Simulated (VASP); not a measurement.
Write the native input for VASP 6.6.1 that does the following.

| Property | Result |
| --- | --- |
| Task | single point |
| Functional | PBE |
| Potentials or basis | VASP PAW PBE potentials, release 64 (Te, Cd) |
| Cutoff | 520 eV |
| k mesh | 7 × 7 × 7 |
| Occupations | gaussian, width 0.017 eV |
| Spin | no spin polarisation |
| Dipole correction | no |
| Further INCAR settings | ALGO = Normal; EDIFF = 1e-07; NBANDS = 16 |

The structure of CdTe lies in POSCAR:

```
CdTe
1.0
    0.0000000000      3.2050000000      3.2050000000
    3.2050000000      0.0000000000      3.2050000000
    3.2050000000      3.2050000000      0.0000000000
Te Cd
1 1
Direct
    0.7500000000      0.7500000000      0.7500000000
    0.0000000000      0.0000000000      0.0000000000
```

These files were run (other wordings do the same):

INCAR

```
PREC = Accurate
ENCUT = 520
EDIFF = 1E-7
ISMEAR = 0
SIGMA = 0.017
LREAL = False
LASPH = True
NELM = 100
ALGO = Normal
ISIF = 2
LWAVE = False
LCHARG = False
GGA = PE
NBANDS = 16
```

KPOINTS

```
regular mesh
0
Gamma
  7 7 7
```

Potentials or basis: VASP PAW PBE potentials, release 64 (Te, Cd).

Command:

```bash
$ cat potpaw_PBE.64/Te/POTCAR potpaw_PBE.64/Cd/POTCAR > POTCAR
$ mpirun -np 1 vasp_std > vasp.out
```

It gave:

```json
{
  "Pressure": "4.4 GPa",
  "Band gap on the k mesh": "0.87 eV"
}
```

Caveat: the cell stands under pressure; spin-orbit coupling is left out, which moves the levels of the heavy elements.

It took 15 s on 1 thread of Intel(R) Xeon(R) 6975P-C (Granite Rapids), on a shared host, peak memory 0.21 GiB.
